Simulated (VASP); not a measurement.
# Pd (Im-3m) in VASP: a series of runs, part 2 of 2

VASP 6.6.1. The steps go on from the part before.

## (3) Single point, r2SCAN (14.46 Å³/atom)

This run uses another cell than the first one, of 14.46 Å³/atom.

POSCAR

```
Pd
1.0
   -1.5347938321      1.5347938321      1.5347938321
    1.5347938321     -1.5347938321      1.5347938321
    1.5347938321      1.5347938321     -1.5347938321
Pd
1
Direct
    0.0000000000      0.0000000000      0.0000000000
```

INCAR.step1

```
SYSTEM = Pd
ALGO = Normal ; EDIFF = 1E-4
ENCUT = 520 ; GGA = PE
ISMEAR = -1 ; LASPH = .True.
LCHARG = .False. ; LREAL = .False.
LWAVE = .True. ; NBANDS = 11
NELM = 80 ; PREC = Accurate
SIGMA = 0.1
```

INCAR.step2

```
SYSTEM = Pd
ALGO = Normal ; EDIFF = 1E-7
ENCUT = 520 ; ISIF = 2
ISMEAR = -1 ; ISTART = 1
LASPH = .True. ; LCHARG = .True.
LELF = .True. ; LMIXTAU = .True.
LREAL = .False. ; LVHAR = .True.
LWAVE = .False. ; METAGGA = R2SCAN
NBANDS = 11 ; NELM = 80
PREC = Accurate ; SIGMA = 0.1
```

KPOINTS

```
k-points
0
Gamma
  16 16 16
  0 0 0
```

Potentials or basis: VASP PAW PBE potentials, release 64 (Pd).

Launch:

```console
cat potpaw_PBE.64/Pd/POTCAR > POTCAR
cp INCAR.step1 INCAR
mpirun -np 1 vasp_std > vasp.out
cp INCAR.step2 INCAR
mpirun -np 1 vasp_std > vasp.out
```

OUTCAR:

```text
SYSTEM = Pd
   EDIFF = 1E-7
   ENCUT = 520
   ISIF = 2
   ISMEAR = -1
   ISTART = 1
   LASPH = .True.
   LREAL = .False.
   METAGGA = R2SCAN
   NELM = 80
   PREC = Accurate

 ion  position               nearest neighbor table
   1  0.000  0.000  0.000-

  LATTYP: Found a body centered cubic cell.
 ALAT       =     3.0695876642

  Lattice vectors:

 A1 = (  -1.5347938321,   1.5347938321,   1.5347938321)
 A2 = (   1.5347938321,  -1.5347938321,   1.5347938321)
 A3 = (   1.5347938321,   1.5347938321,  -1.5347938321)

Analysis of symmetry for initial positions (statically):
=====================================================================
 Subroutine PRICEL returns:
 Original cell was already a primitive cell.

 Routine SETGRP: Setting up the symmetry group for a
 body centered cubic supercell.

 Subroutine GETGRP returns: Found 48 space group operations
 (whereof 48 operations were pure point group operations)
 out of a pool of 48 trial point group operations.

The static configuration has the point symmetry O_h .

Analysis of symmetry for dynamics (positions and initial velocities):
[... 165 lines left out ...]
      1       2.6163      2.00000
      2       6.8099      2.00000
      3       6.8099      2.00000
      4       6.8099      2.00000
      5       8.8780      1.99997
      6       8.8780      1.99997
      7      30.3584      0.00000
      8      30.3584      0.00000
      9      30.3584      0.00000
     10      32.5021      0.00000
     11      39.4050      0.00000
[... 309 lines left out ...]
 k-point    24 :       0.2500    0.1875    0.0000
  band No.  band energies     occupation
      1       5.1994      2.00000
      2       5.9884      2.00000
      3       7.0483      2.00000
      4       8.5312      2.00000
      5       9.2678      1.99848
      6      11.7055      0.00000
      7      23.0085      0.00000
      8      24.6814      0.00000
      9      29.2503      0.00000
     10      32.5373      0.00000
     11      33.7224      0.00000

 [... further k-points ...]

------------------------ aborting loop because EDIFF is reached ----------------------------------------

  FORCE on cell =-STRESS in cart. coord.  units (eV):
  Direction    XX          YY          ZZ          XY          YZ          ZX
  --------------------------------------------------------------------------------------
  -------------------------------------------------------------------------------------
  Total        0.8084064      0.8084064      0.8084064      0.0000000      0.0000000     -0.0000000
  in kB       89.5633262     89.5633262     89.5633262      0.0000000      0.0000000     -0.0000000
  external PRESSURE =      89.5633262 kB  Pullay stress =       0.0000000 kB

 VOLUME and BASIS-vectors are now :
 -----------------------------------------------------------------------------
  energy-cutoff  :      520.00
  volume of cell :       14.46
      direct lattice vectors                 reciprocal lattice vectors
    -1.534793832  1.534793832  1.534793832     0.000000000  0.325776655  0.325776655
     1.534793832 -1.534793832  1.534793832     0.325776655  0.000000000  0.325776655
     1.534793832  1.534793832 -1.534793832     0.325776655  0.325776655  0.000000000

 POSITION                                       TOTAL-FORCE (eV/Angst)
 -----------------------------------------------------------------------------------
      0.00000      0.00000      0.00000         0.000000      0.000000      0.000000
 -----------------------------------------------------------------------------------
    total drift:                                0.000000     -0.000000      0.000000

  FREE ENERGIE OF THE ION-ELECTRON SYSTEM (eV)
  ---------------------------------------------------
  free  energy   TOTEN  =       -22.9076271378 eV

  energy  without entropy=      -22.8701172363  energy(sigma->0) =      -22.88887219
```

Wall time 2 min (1 thread of Intel Xeon 8259CL, shared host); peak memory 0.14 GiB.

What came out:

| Item | Value |
| --- | --- |
| Free energy | -22.9076 eV |
| Pressure | 9.0 GPa |
| Band gap on the k mesh | zero (bands 5 and 6 overlap by 1.85 eV) |

Caveat: the cell stands under pressure; the PAW data sets were made with another functional, which shifts forces and pressure a little.

## (4) Single point, r2SCAN (15.06 Å³/atom)

This run uses another cell than the first one, of 15.06 Å³/atom.

POSCAR

```
Pd
1.0
   -1.5558210181      1.5558210181      1.5558210181
    1.5558210181     -1.5558210181      1.5558210181
    1.5558210181      1.5558210181     -1.5558210181
Pd
1
Direct
    0.0000000000      0.0000000000      0.0000000000
```

INCAR.step1

```
SYSTEM = Pd
  PREC = Accurate
  ENCUT = 520
  ISMEAR = -1
  SIGMA = 0.1
  LREAL = .FALSE.
  LASPH = .TRUE.
  NELM = 60
  NBANDS = 11
  GGA = PE
  ALGO = Normal
  EDIFF = 1E-4
  LWAVE = .TRUE.
  LCHARG = .FALSE.
```

INCAR.step2

```
SYSTEM = Pd
  PREC = Accurate
  ENCUT = 520
  EDIFF = 1E-6
  ISMEAR = -1
  SIGMA = 0.1
  LREAL = .FALSE.
  LASPH = .TRUE.
  NELM = 60
  ALGO = Normal
  ISIF = 2
  LWAVE = .FALSE.
  LCHARG = .FALSE.
  METAGGA = R2SCAN
  LMIXTAU = .TRUE.
  NBANDS = 11
  ISTART = 1
```

KPOINTS

```
Automatic mesh
0
G
  16 16 16
  0 0 0
```

Potentials or basis: VASP PAW PBE potentials, release 64 (Pd).

Launch:

```console
cat potpaw_PBE.64/Pd/POTCAR > POTCAR
cp INCAR.step1 INCAR
mpirun -np 1 vasp_std > vasp.out
cp INCAR.step2 INCAR
mpirun -np 1 vasp_std > vasp.out
```

OUTCAR:

```text
SYSTEM = Pd
   PREC = Accurate
   ENCUT = 520
   EDIFF = 1E-6
   ISMEAR = -1
   LREAL = .FALSE.
   LASPH = .TRUE.
   NELM = 60
   ISIF = 2
   METAGGA = R2SCAN
   ISTART = 1

 ion  position               nearest neighbor table
   1  0.000  0.000  0.000-

  LATTYP: Found a body centered cubic cell.
 ALAT       =     3.1116420362

  Lattice vectors:

 A1 = (  -1.5558210181,   1.5558210181,   1.5558210181)
 A2 = (   1.5558210181,  -1.5558210181,   1.5558210181)
[... 513 lines left out ...]
     10      31.9790      0.00000
     11      32.6987      0.00000

 [... further k-points ...]

------------------------ aborting loop because EDIFF is reached ----------------------------------------

  FORCE on cell =-STRESS in cart. coord.  units (eV):
  Direction    XX          YY          ZZ          XY          YZ          ZX
  --------------------------------------------------------------------------------------
  -------------------------------------------------------------------------------------
  Total        0.0552829      0.0552829      0.0552829      0.0000000     -0.0000000      0.0000000
  in kB        5.8798011      5.8798011      5.8798011      0.0000000     -0.0000000      0.0000000
  external PRESSURE =       5.8798011 kB  Pullay stress =       0.0000000 kB

 VOLUME and BASIS-vectors are now :
 -----------------------------------------------------------------------------
  energy-cutoff  :      520.00
  volume of cell :       15.06
      direct lattice vectors                 reciprocal lattice vectors
    -1.555821018  1.555821018  1.555821018     0.000000000  0.321373728  0.321373728
     1.555821018 -1.555821018  1.555821018     0.321373728  0.000000000  0.321373728
     1.555821018  1.555821018 -1.555821018     0.321373728  0.321373728  0.000000000

 POSITION                                       TOTAL-FORCE (eV/Angst)
 -----------------------------------------------------------------------------------
      0.00000      0.00000      0.00000        -0.000000     -0.000000     -0.000000
 -----------------------------------------------------------------------------------
    total drift:                                0.000000     -0.000000      0.000000

  FREE ENERGIE OF THE ION-ELECTRON SYSTEM (eV)
  ---------------------------------------------------
  free  energy   TOTEN  =       -22.9251251692 eV

  energy  without entropy=      -22.8857740257  energy(sigma->0) =      -22.90544960
```

It took 90 s on 1 thread of Intel Xeon 8259CL, shared host; peak memory 0.15 GiB.

Results:

```
Free energy            : -22.9251 eV
Pressure               : 0.6 GPa
Band gap on the k mesh : zero (bands 5 and 6 overlap by 1.73 eV)
```

Levels at points of the mesh, in eV from the Fermi level:
```csv
k point,band 3,band 4,band 5,band 6,band 7,band 8
"(0.00, 0.00, 0.00)",-2.98,-2.98,-1.04,-1.04,20.27,20.27
"(0.50, 0.00, 0.00)",-1.09,-0.81,0.59,1.69,8.17,15.86
"(0.50, 0.50, 0.50)",0.20,0.20,0.20,9.70,9.70,9.70
```

Caveat: the PAW data sets were made with another functional, which shifts forces and pressure a little.

## (5) The runs side by side

```tsv
cell	gap on the mesh (eV)	pressure (GPa)
a = 2.621 Å, angles 109.5°, 1 atom	none	19.8
a = 2.658 Å, angles 109.5°, 1 atom	none	9.0
a = 2.695 Å, angles 109.5°, 1 atom	none	0.6
```

Alike in all rows: task single point; level r2SCAN; potentials or basis VASP PAW PBE potentials, release 64 (Pd); no spin polarisation; k mesh 16 × 16 × 16; cutoff (eV) 520; smearing fermi-dirac 0.1 eV.

Caveats: the PAW data sets were made with another functional, which shifts forces and pressure a little; the cell stands under pressure (at least some runs).

Total energies depend on the potentials used, so only differences within one code and one set of settings carry meaning.
